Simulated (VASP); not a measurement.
# Ce (Im-3m) in VASP: a series of runs, part 2 of 2

VASP 6.6.1. The steps go on from the part before.

## Step 5: Single point, LDA, collinear spin, ferromagnetic start

This run uses another cell than the first one, of 28.77 Å³/atom.

INCAR reads:

```
ALGO = Normal ; EDIFF = 1E-6
ENCUT = 520 ; GGA = CA
ISIF = 2 ; ISMEAR = -1
ISPIN = 2 ; LASPH = True
LCHARG = True ; LELF = True
LMAXMIX = 6 ; LORBIT = 11
LREAL = False ; LVHAR = True
LWAVE = False ; MAGMOM = 1
NBANDS = 16 ; NELM = 150
PREC = Accurate ; SIGMA = 0.05
```

KPOINTS reads:

```
k-points
0
Gamma
  10 10 10
```

POSCAR reads:

```
Ce
1.0
   -1.9302558852      1.9302558852      1.9302558852
    1.9302558852     -1.9302558852      1.9302558852
    1.9302558852      1.9302558852     -1.9302558852
Ce
1
Direct
    0.0000000000      0.0000000000      0.0000000000
```

Potentials or basis: VASP PAW LDA potentials, release 64 (Ce).

On the command line:

```
$ cat potpaw_LDA.64/Ce/POTCAR > POTCAR
$ mpirun -np 1 vasp_std > vasp.out
```

OUTCAR:

```text
EDIFF = 1E-6
   ENCUT = 520
   GGA = CA
   ISIF = 2
   ISMEAR = -1
   ISPIN = 2
   LASPH = True
   LORBIT = 11
   LREAL = False
   NELM = 150
   PREC = Accurate

 ion  position               nearest neighbor table
   1  0.000  0.000  0.000-

  LATTYP: Found a body centered cubic cell.
 ALAT       =     3.8605117704

  Lattice vectors:

 A1 = (  -1.9302558852,   1.9302558852,   1.9302558852)
 A2 = (   1.9302558852,  -1.9302558852,   1.9302558852)
 A3 = (   1.9302558852,   1.9302558852,  -1.9302558852)

Analysis of symmetry for initial positions (statically):
=====================================================================
 Subroutine PRICEL returns:
 Original cell was already a primitive cell.

 Routine SETGRP: Setting up the symmetry group for a
 body centered cubic supercell.

 Subroutine GETGRP returns: Found 48 space group operations
 (whereof 48 operations were pure point group operations)
 out of a pool of 48 trial point group operations.

The static configuration has the point symmetry O_h .

Analysis of symmetry for dynamics (positions and initial velocities):
[... 635 lines left out ...]

 [... further k-points ...]

 spin component 2

 k-point     1 :       0.0000    0.0000    0.0000
  band No.  band energies     occupation
      1     -26.3044      1.00000
      2      -7.8301      1.00000
      3      -7.8301      1.00000
      4      -7.8301      1.00000
      5       5.1690      1.00000
      6       8.2423      0.06225
[... 435 lines left out ...]
      5       6.8729      1.00000
      6       8.0342      0.80999
[... 8 lines left out ...]
     15      12.0412      0.00000
     16      13.6611      0.00000

 [... further k-points ...]

------------------------ aborting loop because EDIFF is reached ----------------------------------------

  FORCE on cell =-STRESS in cart. coord.  units (eV):
  Direction    XX          YY          ZZ          XY          YZ          ZX
  --------------------------------------------------------------------------------------
  -------------------------------------------------------------------------------------
  Total       -1.2061802     -1.2061802     -1.2061802      0.0000000      0.0000000      0.0000000
  in kB      -67.1766163    -67.1766163    -67.1766163      0.0000000      0.0000000      0.0000000
  external PRESSURE =     -67.1766163 kB  Pullay stress =       0.0000000 kB

 VOLUME and BASIS-vectors are now :
 -----------------------------------------------------------------------------
  energy-cutoff  :      520.00
  volume of cell :       28.77
      direct lattice vectors                 reciprocal lattice vectors
    -1.930255885  1.930255885  1.930255885     0.000000000  0.259033014  0.259033014
     1.930255885 -1.930255885  1.930255885     0.259033014  0.000000000  0.259033014
     1.930255885  1.930255885 -1.930255885     0.259033014  0.259033014  0.000000000

 POSITION                                       TOTAL-FORCE (eV/Angst)
 -----------------------------------------------------------------------------------
      0.00000      0.00000      0.00000        -0.000000     -0.000000      0.000000
 -----------------------------------------------------------------------------------
    total drift:                               -0.000000     -0.000000     -0.000000

  FREE ENERGIE OF THE ION-ELECTRON SYSTEM (eV)
  ---------------------------------------------------
  free  energy   TOTEN  =        -6.5237491122 eV

  energy  without entropy=       -6.4812564052  energy(sigma->0) =       -6.50250276

 total charge

# of ion       s       p       d       f       tot
--------------------------------------------------
    1        2.088   5.567   1.171   1.017   9.842

 magnetization (x)

# of ion       s       p       d       f       tot
--------------------------------------------------
    1        0.000   0.001   0.009   0.081   0.091
```

OSZICAR:

```text
N       E                     dE             d eps       ncg     rms          rms(c)
DAV:   1     0.856615320069E+02    0.85662E+02   -0.48646E+03  3032   0.856E+02
DAV:   2    -0.416279435669E+00   -0.86078E+02   -0.72191E+02  3888   0.148E+02
DAV:   3    -0.680628715874E+01   -0.63900E+01   -0.62828E+01  3336   0.541E+01
[... 12 lines left out ...]
DAV:  16    -0.652388674540E+01   -0.15230E-03   -0.44693E-04  3832   0.153E-01    0.119E+00
DAV:  17    -0.652374748638E+01    0.13926E-03   -0.21533E-04  3144   0.112E-01    0.474E-01
DAV:  18    -0.652376329888E+01   -0.15812E-04   -0.48854E-05  3328   0.494E-02    0.249E-01
DAV:  19    -0.652374825092E+01    0.15048E-04   -0.31707E-05  3048   0.427E-02    0.840E-02
DAV:  20    -0.652374911223E+01   -0.86131E-06   -0.63413E-07  2136   0.545E-03
   1 F= -.65237491E+01 E0= -.65025028E+01  d E =-.424927E-01  mag=     0.1051
```

Wall time 1.8 min (1 thread of Intel Xeon 8259CL, shared host); peak memory 0.19 GiB.

Results:

| Property | Result |
| --- | --- |
| Free energy | -6.5237 eV |
| Pressure | -6.7 GPa |
| Net moment | 0.11 μB per cell |
| Site moments | Ce +0.09 μB |
| Valence electrons inside the program's atomic spheres | Ce 9.84 |

Levels at points of the mesh, in eV from the Fermi level:
Spin up:
| k point | band 3 | band 4 | band 5 | band 6 | band 7 | band 8 | band 9 | band 10 |
| --- | --- | --- | --- | --- | --- | --- | --- | --- |
| (0.00, 0.00, 0.00) | -15.97 | -15.97 | -2.96 | 0.08 | 0.08 | 0.08 | 0.82 | 0.82 |
| (0.50, 0.00, 0.00) | -16.69 | -16.02 | -2.06 | -0.33 | 0.13 | 0.31 | 0.43 | 0.69 |
| (0.50, 0.50, 0.50) | -17.52 | -17.52 | -2.42 | -2.42 | 0.19 | 0.45 | 0.45 | 0.45 |
Spin down:
```tsv
k point	band 2	band 3	band 4	band 5	band 6	band 7	band 8	band 9	band 10	band 11
(0.00, 0.00, 0.00)	-15.94	-15.94	-15.94	-2.94	0.14	0.14	0.14	0.87	0.87	0.87
(0.50, 0.00, 0.00)	-18.27	-16.66	-15.99	-2.03	-0.30	0.18	0.36	0.48	0.75	0.83
(0.50, 0.50, 0.50)	-17.49	-17.49	-17.49	-2.39	-2.39	0.23	0.50	0.50	0.50	0.95
```

Caveat: the magnetic or orbital state may not be the lowest; the cell stands under tension; spin-orbit coupling is left out, which moves the levels of the heavy elements; semilocal functionals describe open f shells poorly, which spoils levels, moments and volumes. The state reached can hang on the start; a lower one may exist.

## Step 6: Single point, LDA, collinear spin, ferromagnetic start

INCAR reads:

```
SYSTEM = Ce
PREC = Accurate ; ENCUT = 520
EDIFF = 1E-7 ; ISMEAR = -1
SIGMA = 0.05 ; LREAL = .False.
LASPH = .True. ; NELM = 150
ALGO = Normal ; ISIF = 2
LWAVE = .False. ; LCHARG = .False.
ISPIN = 2 ; MAGMOM = 1
LORBIT = 11 ; LMAXMIX = 6
GGA = CA ; NBANDS = 16
```

KPOINTS reads:

```
Automatic mesh
0
Gamma
  10 10 10
  0 0 0
```

POSCAR reads:

```
Ce
1.0
   -1.9432985503      1.9432985503      1.9432985503
    1.9432985503     -1.9432985503      1.9432985503
    1.9432985503      1.9432985503     -1.9432985503
Ce
1
Direct
    0.0000000000      0.0000000000      0.0000000000
```

Potentials or basis: VASP PAW LDA potentials, release 64 (Ce).

On the command line:

```
$ cat potpaw_LDA.64/Ce/POTCAR > POTCAR
$ mpirun -np 1 vasp_std > vasp.out
```

It took 3.2 min on 1 thread of Intel Xeon 8259CL, shared host; peak memory 0.19 GiB.

The run converged. Its results:

| Property | Result |
| --- | --- |
| Free energy | -6.4988 eV |
| Pressure | -7.1 GPa |
| Band gap on the k mesh | zero (filled and empty bands overlap) |
| Net moment | 0.00 μB per cell |
| Valence electrons inside the program's atomic spheres | Ce 9.82 |

Levels at points of the mesh, in eV from the Fermi level:
Spin up:
```
           k point  band 2  band 3  band 4  band 5  band 6  band 7  band 8  band 9  band 10  band 11
(0.00, 0.00, 0.00)  -16.03  -16.03  -16.03   -3.00    0.11    0.11    0.11    0.81     0.81     0.81
(0.50, 0.00, 0.00)  -18.24  -16.71  -16.07   -2.01   -0.29    0.15    0.32    0.44     0.69     0.77
(0.50, 0.50, 0.50)  -17.50  -17.50  -17.50   -2.33   -2.33    0.20    0.46    0.46     0.46     0.88
```
Spin down:
| k point | band 4 | band 5 | band 6 | band 7 | band 8 | band 9 |
| --- | --- | --- | --- | --- | --- | --- |
| (0.00, 0.00, 0.00) | -16.03 | -3.00 | 0.11 | 0.11 | 0.11 | 0.81 |
| (0.50, 0.00, 0.00) | -16.07 | -2.01 | -0.29 | 0.15 | 0.32 | 0.43 |
| (0.50, 0.50, 0.50) | -17.50 | -2.33 | -2.33 | 0.20 | 0.46 | 0.46 |

Caveat: the magnetic or orbital state may not be the lowest; the cell stands under tension; spin-orbit coupling is left out, which moves the levels of the heavy elements; semilocal functionals describe open f shells poorly, which spoils levels, moments and volumes. The state reached can hang on the start; a lower one may exist.

## Step 7: The runs side by side

```csv
level,potentials or basis,cell,gap on the mesh (eV),pressure (GPa),moment (μB)
PBE,"VASP PAW PBE potentials, release 64 (Ce)","a = 3.366 Å, angles 109.5°, 1 atom",none,-0.8,1.00
LDA,"VASP PAW LDA potentials, release 64 (Ce)","a = 3.297 Å, angles 109.5°, 1 atom",none,-6.2,0.01
LDA,"VASP PAW LDA potentials, release 64 (Ce)","a = 3.320 Å, angles 109.5°, 1 atom",none,-6.6,0.00
LDA,"VASP PAW LDA potentials, release 64 (Ce)","a = 3.343 Å, angles 109.5°, 1 atom",none,-6.7,0.11
LDA,"VASP PAW LDA potentials, release 64 (Ce)","a = 3.366 Å, angles 109.5°, 1 atom",none,-7.1,0.00
```

Alike in all rows: task single point; spin collinear, ferromagnetic start; k mesh 10 × 10 × 10; cutoff (eV) 520; smearing fermi-dirac 0.05 eV.

Caveats: the magnetic or orbital state may not be the lowest; spin-orbit coupling is left out, which moves the levels of the heavy elements; semilocal functionals describe open f shells poorly, which spoils levels, moments and volumes; the cell stands under tension (at least some runs).

Absolute energies hang on the potentials; compare differences alone.
